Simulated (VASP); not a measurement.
PF2:

```
P F
1.0
     4.98507    0.00000    0.00000
    -2.49254    4.31720    0.00000
     0.00000    0.00000    2.31230
P F
1 2
Direct
  0.00000 0.00000 0.50000
  0.33333 0.66667 0.50000
  0.66667 0.33333 0.50000
```

The cell was generated, and may not be a known phase.

- Program: VASP 6.6.1
- Task: relaxation of cell and atoms
- Functional: PBE
- Dispersion: D3(BJ)
- Potentials or basis: VASP PAW PBE potentials, release 64 (P, F)
- Cutoff: 600 eV
- k mesh: 6 × 6 × 8
- Occupations: gaussian, width 0.1 eV
- Spin: collinear spin
- Starting moments: [0.0, 1.0, 1.0] μB

At the start: pressure -12.7 GPa; volume 16.59 Å³/atom.

Task: Where does the relaxation end?

Result: Over 12 steps the energy falls by 1174.0 meV/atom and the volume is 11.26 Å³/atom (-32.1 %); space group P6/mmm (No. 191, to 0.1 Å) before and after; moment 0.00 μB per cell.

The path:
| step | energy change (eV) | largest force (eV/Å) | pressure (GPa) | volume (Å³) |
| --- | --- | --- | --- | --- |
| 1 | 0.0000 | 0.0000 | -12.72 | 49.76 |
| 2 | -1.2413 | 0.0000 | -11.71 | 40.74 |
| 3 | -2.9421 | 0.0000 | 21.15 | 28.10 |
| 4 | -2.9140 | 0.0000 | 5.95 | 30.45 |
| 5 | -2.9673 | 0.0000 | 13.58 | 29.12 |
| 6 | -3.0012 | 0.0000 | 34.36 | 27.81 |
| 7 | -3.1337 | 0.0000 | 19.91 | 28.53 |
| 8 | -3.3960 | 0.0000 | 3.67 | 31.76 |
| 9 | -3.4328 | 0.0000 | -2.56 | 33.53 |
| 10 | -3.5140 | 0.0000 | -2.53 | 34.31 |
| 11 | -3.5168 | 0.0000 | -2.44 | 34.49 |
| 12 | -3.5221 | 0.0000 | 0.13 | 33.78 |

Final structure:
```
CELL_PARAMETERS angstrom
3.78236 0.00000 0.00000
-1.89118 3.27562 0.00000
0.00000 0.00000 2.72615
ATOMIC_POSITIONS crystal
P 0.00000 0.00000 0.50000
F 0.33333 0.66667 0.50000
F 0.66667 0.33333 0.50000
```

Caveat: the volume moved by over 15 % at a fixed basis, so the end points are rough.
